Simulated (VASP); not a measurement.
# AlNi (Pm-3m) in VASP: single point with PBEsol

Aim: the single point of AlNi with PBEsol.

Everything below comes from runs of VASP 6.6.1. Logs are shortened: lines on timing, memory, paths and dates and some standing lists are left out, and cuts for length are marked.

## 1. The cell of the first run

Symmetry: Pm-3m, No. 221, cubic system. The conventional cell has a = 2.881 Å, b = 2.881 Å, c = 2.881 Å, α = 90.00°, β = 90.00°, γ = 90.00°. Within 3.3 Å of Al (site symmetry m-3m) lie 8 Ni at 2.50 Å and 6 Al at 2.88 Å. Within 3.3 Å of Ni (site symmetry m-3m) lie 8 Al at 2.50 Å and 6 Ni at 2.88 Å.

## 2. Single point, PBEsol, collinear spin, ferromagnetic start

Contents of INCAR:

```
SYSTEM = AlNi
PREC = Accurate
ENCUT = 520
EDIFF = 1E-7
ISMEAR = -1
SIGMA = 0.05
LREAL = .FALSE.
LASPH = .TRUE.
NELM = 150
ALGO = Normal
ISIF = 2
LWAVE = .FALSE.
LCHARG = .FALSE.
ISPIN = 2
MAGMOM = 0 1.5
LORBIT = 11
LMAXMIX = 4
GGA = PS
NBANDS = 18
```

Contents of KPOINTS:

```
Automatic mesh
0
G
  13 13 13
  0 0 0
```

Contents of POSCAR:

```
AlNi
1.0
    2.8810000000      0.0000000000      0.0000000000
    0.0000000000      2.8810000000      0.0000000000
    0.0000000000      0.0000000000      2.8810000000
Al Ni
1 1
Direct
    0.0000000000      0.0000000000      0.0000000000
    0.5000000000      0.5000000000      0.5000000000
```

Potentials or basis: VASP PAW PBE potentials, release 64 (Al, Ni).

Run with:

```
> cat potpaw_PBE.64/Al/POTCAR potpaw_PBE.64/Ni/POTCAR > POTCAR
> mpirun -np 1 vasp_std > vasp.out
```

OUTCAR:

```text
SYSTEM = AlNi
   PREC = Accurate
   ENCUT = 520
   EDIFF = 1E-7
   ISMEAR = -1
   LREAL = .FALSE.
   LASPH = .TRUE.
   NELM = 150
   ISIF = 2
   ISPIN = 2
   LORBIT = 11
   GGA = PS

 ion  position               nearest neighbor table
   1  0.000  0.000  0.000-   2 2.50   2 2.50   2 2.50   2 2.50   2 2.50   2 2.50   2 2.50   2 2.50

   2  0.500  0.500  0.500-   1 2.50   1 2.50   1 2.50   1 2.50   1 2.50   1 2.50   1 2.50   1 2.50

  LATTYP: Found a simple cubic cell.
 ALAT       =     2.8810000000

  Lattice vectors:

 A1 = (   2.8810000000,   0.0000000000,   0.0000000000)
 A2 = (   0.0000000000,   2.8810000000,   0.0000000000)
 A3 = (   0.0000000000,   0.0000000000,   2.8810000000)

Analysis of symmetry for initial positions (statically):
=====================================================================
 Subroutine PRICEL returns:
 Original cell was already a primitive cell.

 Routine SETGRP: Setting up the symmetry group for a
 simple cubic supercell.

 Subroutine GETGRP returns: Found 48 space group operations
[... 9 lines left out ...]

 Routine SETGRP: Setting up the symmetry group for a
 simple cubic supercell.

 Subroutine GETGRP returns: Found 48 space group operations
 (whereof 48 operations were pure point group operations)
 out of a pool of 48 trial point group operations.

The dynamic configuration has the point symmetry O_h .

Analysis of structural, dynamic, and magnetic symmetry:
=====================================================================
 Subroutine PRICEL returns:
 Original cell was already a primitive cell.

 Routine SETGRP: Setting up the symmetry group for a
 simple cubic supercell.

 Subroutine GETGRP returns: Found 48 space group operations
 (whereof 48 operations were pure point group operations)
 out of a pool of 48 trial point group operations.

The overall configuration has the point symmetry O_h .

 Subroutine INISYM returns: Found 48 space group operations
[... 5 lines left out ...]
                                     Primitive cell

  volume of cell :      23.9128

  direct lattice vectors                    reciprocal lattice vectors
     2.881000000  0.000000000  0.000000000     0.347101701  0.000000000  0.000000000
     0.000000000  2.881000000  0.000000000     0.000000000  0.347101701  0.000000000
     0.000000000  0.000000000  2.881000000     0.000000000  0.000000000  0.347101701

  length of vectors
     2.881000000  2.881000000  2.881000000     0.347101701  0.347101701  0.347101701

  position of ions in fractional coordinates (direct lattice)
     0.000000000  0.000000000  0.000000000
     0.500000000  0.500000000  0.500000000

  ion indices of the primitive-cell ions
   primitive index   ion index
                 1           1
                 2           2

----------------------------------------------------------------------------------------

 KPOINTS: Automatic mesh

Automatic generation of k-mesh.
 Grid dimensions read from file:
 generate k-points for:   13   13   13

 Generating k-lattice:

  Cartesian coordinates                     Fractional coordinates (reciprocal lattice)
     0.026700131  0.000000000  0.000000000     0.076923077  0.000000000  0.000000000
     0.000000000  0.026700131  0.000000000     0.000000000  0.076923077  0.000000000
     0.000000000  0.000000000  0.026700131     0.000000000  0.000000000  0.076923077

  Length of vectors
     0.026700131  0.026700131  0.026700131

  Shift w.r.t. Gamma in fractional coordinates (k-lattice)
     0.000000000  0.000000000  0.000000000

 Subroutine IBZKPT returns following result:
 ===========================================

 Found     84 irreducible k-points:

 Following reciprocal coordinates:
            Coordinates               Weight
  0.000000  0.000000  0.000000      1.000000
  0.076923  0.000000  0.000000      6.000000
  0.153846  0.000000  0.000000      6.000000
  0.230769  0.000000  0.000000      6.000000
  0.307692  0.000000  0.000000      6.000000
  0.384615  0.000000  0.000000      6.000000
[... 16 lines left out ...]
  0.307692  0.307692  0.000000     12.000000
  0.384615  0.307692  0.000000     24.000000
 [... further k-points ...]
   k-points           NKPTS =     84   k-points in BZ     NKDIM =     84   number of bands    NBANDS=     18
   number of dos      NEDOS =    301   number of ions     NIONS =      2
   total plane-waves  NPLWV =  13824
   dimension x,y,z NGX =    24 NGY =   24 NGZ =   24
   dimension x,y,z NGXF=    48 NGYF=   48 NGZF=   48
   ions per type =               1   1
   NGX,Y,Z   is equivalent  to a cutoff of  13.85, 13.85, 13.85 a.u.
   NGXF,Y,Z  is equivalent  to a cutoff of  27.70, 27.70, 27.70 a.u.
 SYSTEM =  AlNi
   PREC   = accura    normal or accurate (medium, high low for compatibility)
   ISTART =      0    job   : 0-new  1-cont  2-samecut
   ICHARG =      2    charge: 1-file 2-atom 10-const
   ISPIN  =      2    spin polarized calculation?
   LNONCOLLINEAR =      F non collinear calculations
   LSORBIT =      F    spin-orbit coupling
   LASPH  =      T    aspherical Exc in radial PAW
   ENCUT  =  520.0 eV  38.22 Ry    6.18 a.u.   5.36  5.36  5.36*2*pi/ulx,y,z
   NELM   =    150;   NELMIN=  2; NELMDL= -5     # of ELM steps
   EDIFF  = 0.1E-06   stopping-criterion for ELM
   LREAL  =      F    real-space projection
   EDIFFG = 0.1E-05   stopping-criterion for IOM
   NSW    =      0    number of steps for IOM
   IBRION =     -1    ionic relax: 0-MD 1-quasi-New 2-CG
   NFREE  =      0    steps in history (QN), initial steepest desc. (CG)
   ISIF   =      2    stress and relaxation
   ISYM   =      2    0-nonsym 1-usesym 2-fastsym
   POTIM  = 0.5000    time-step for ionic-motion
   TEBEG  =    0.0;   TEEND  =   0.0 temperature during run
   PSTRESS=    0.0 pullay stress
   NELECT =      13.0000    total number of electrons
   NUPDOWN=      -1.0000    fix difference up-down
   EMIN   =  10.00;   EMAX   =-10.00  energy-range for DOS
   EFERMI =   0.00;   METHOD = LEGACY
   ISMEAR =    -1;   SIGMA  =   0.05  broadening in eV -4-tet -1-fermi 0-gaus
   EFERMI_NEDOS =   21; number of points for ismear=-14 and -15
   IALGO  =     38    algorithm
   IMIX   =      4    mixing-type and parameters
     AMIX     =   0.40;   BMIX     =  1.00
     AMIX_MAG =   1.60;   BMIX_MAG =  1.00
  volume/ion in A,a.u.               =      11.96        80.69
  Fermi-wavevector in a.u.,A,eV,Ry     =   1.336122  2.524904 24.289410  1.785221
  Thomas-Fermi vector in A             =   2.464773
   LORBIT       =     11    0 simple, 1 ext, 2 COOP (PROOUT), +10 PAW based schemes
   GGA     = PS    functional components
   LHFCALC =     F    Hartree Fock is set to
   AEXX    =    0.0000 exact exchange contribution
   IVDW    =     0    specifies the selected vdW correction
   LEPSILON=     F    determine dielectric tensor
   LRPA    =     F    only Hartree local field effects (RPA)
 spin polarized calculation
  energy-cutoff  :      520.00
  volume of cell :       23.91
 maximum number of plane-waves:       660
 NGX is ok and might be reduce to    24
   NGX = 11   NGY = 11   NGZ = 11

 number of electron      13.0000015 magnetization       0.0006686

 number of electron      13.0000015 magnetization      -0.0000627

 Free energy of the ion-electron system (eV)
  ---------------------------------------------------
  ext. energy  EPLUGINS =         0.00000000
  ---------------------------------------------------
  free energy    TOTEN  =       -11.58873987 eV

  energy without entropy =      -11.58390248  energy(sigma->0) =      -11.58632117

 E-fermi :   9.8801     XC(G=0): -12.1661

 val. band max:        9.8294058361   @ k =   0.3846   0.2308   0.1538
 cond. band min:       9.9389699329   @ k =   0.3846   0.3077   0.1538
 fundamental gap:      0.1095640968
 Fermi energy:         9.8800986628

 spin component 1

 k-point     1 :       0.0000    0.0000    0.0000
  band No.  band energies     occupation
      1      -1.2339      1.00000
      2       6.6611      1.00000
      3       6.6611      1.00000
      4       8.3559      1.00000
      5       8.3559      1.00000
      6       8.3559      1.00000
[... 10 lines left out ...]
     17      33.2535      0.00000
     18      33.2535      0.00000

 k-point     2 :       0.0769    0.0000    0.0000
  band No.  band energies     occupation
      1      -1.1249      1.00000
      2       6.6528      1.00000
      3       6.6867      1.00000
      4       8.3086      1.00000
      5       8.3086      1.00000
      6       8.3609      1.00000
[... 10 lines left out ...]
     17      33.2441      0.00000
     18      33.8535      0.00000
[... 442 lines left out ...]
 k-point    24 :       0.3846    0.3077    0.0000
  band No.  band energies     occupation
      1       2.8649      1.00000
      2       5.7156      1.00000
      3       6.9788      1.00000
      4       7.5266      1.00000
      5       7.8354      1.00000
      6       7.9935      1.00000
[... 10 lines left out ...]
     17      31.7701      0.00000
     18      34.6538      0.00000

 [... further k-points ...]

 spin component 2

 k-point     1 :       0.0000    0.0000    0.0000
  band No.  band energies     occupation
      1      -1.2339      1.00000
      2       6.6611      1.00000
      3       6.6611      1.00000
      4       8.3560      1.00000
      5       8.3560      1.00000
      6       8.3560      1.00000
[... 10 lines left out ...]
     17      33.2535      0.00000
     18      33.2535      0.00000

 k-point     2 :       0.0769    0.0000    0.0000
  band No.  band energies     occupation
      1      -1.1249      1.00000
      2       6.6528      1.00000
      3       6.6867      1.00000
      4       8.3087      1.00000
      5       8.3087      1.00000
      6       8.3610      1.00000
[... 10 lines left out ...]
     17      33.2442      0.00000
     18      33.8535      0.00000
[... 442 lines left out ...]
 k-point    24 :       0.3846    0.3077    0.0000
  band No.  band energies     occupation
      1       2.8649      1.00000
      2       5.7156      1.00000
      3       6.9788      1.00000
      4       7.5266      1.00000
      5       7.8355      1.00000
      6       7.9936      1.00000
[... 10 lines left out ...]
     17      31.7701      0.00000
     18      34.6539      0.00000

 [... further k-points ...]
[... 5 lines left out ...]
  --------------------------------------------------------------------------------------
  -------------------------------------------------------------------------------------
  Total       -0.4790449     -0.4790449     -0.4790449      0.0000000     -0.0000000     -0.0000000
  in kB      -32.0964525    -32.0964525    -32.0964525      0.0000000     -0.0000000     -0.0000000
  external PRESSURE =     -32.0964525 kB  Pullay stress =       0.0000000 kB

 VOLUME and BASIS-vectors are now :
 -----------------------------------------------------------------------------
  energy-cutoff  :      520.00
  volume of cell :       23.91
      direct lattice vectors                 reciprocal lattice vectors
     2.881000000  0.000000000  0.000000000     0.347101701  0.000000000  0.000000000
     0.000000000  2.881000000  0.000000000     0.000000000  0.347101701  0.000000000
     0.000000000  0.000000000  2.881000000     0.000000000  0.000000000  0.347101701

 POSITION                                       TOTAL-FORCE (eV/Angst)
 -----------------------------------------------------------------------------------
      0.00000      0.00000      0.00000         0.000000      0.000000      0.000000
      1.44050      1.44050      1.44050         0.000000      0.000000      0.000000
 -----------------------------------------------------------------------------------
    total drift:                                0.000000      0.000000     -0.000000

  FREE ENERGIE OF THE ION-ELECTRON SYSTEM (eV)
  ---------------------------------------------------
  free  energy   TOTEN  =       -11.5887398652 eV

  energy  without entropy=      -11.5839024756  energy(sigma->0) =      -11.58632117

 total charge

# of ion       s       p       d       tot
------------------------------------------
    1        0.383   0.412   0.000   0.795
    2        0.480   0.520   8.478   9.478
--------------------------------------------------
tot          0.862   0.932   8.478  10.273

 magnetization (x)

# of ion       s       p       d       tot
------------------------------------------
    1       -0.000  -0.000   0.000  -0.000
    2        0.000   0.000   0.000   0.000
--------------------------------------------------
tot          0.000   0.000   0.000   0.000
```

It took 34 s on 1 thread of Intel Xeon Platinum 8488C (Sapphire Rapids), shared host; peak memory 0.18 GiB.

Results:

- Free energy: -11.5887 eV
- Pressure: -3.2 GPa
- Net moment: 0.00 μB per cell
- Valence electrons inside the program's atomic spheres: Al 0.80; Ni 9.48

Caveat: the starting moments collapsed, and a magnetic state may lie lower; the PAW data sets were made with another functional, which shifts forces and pressure a little.
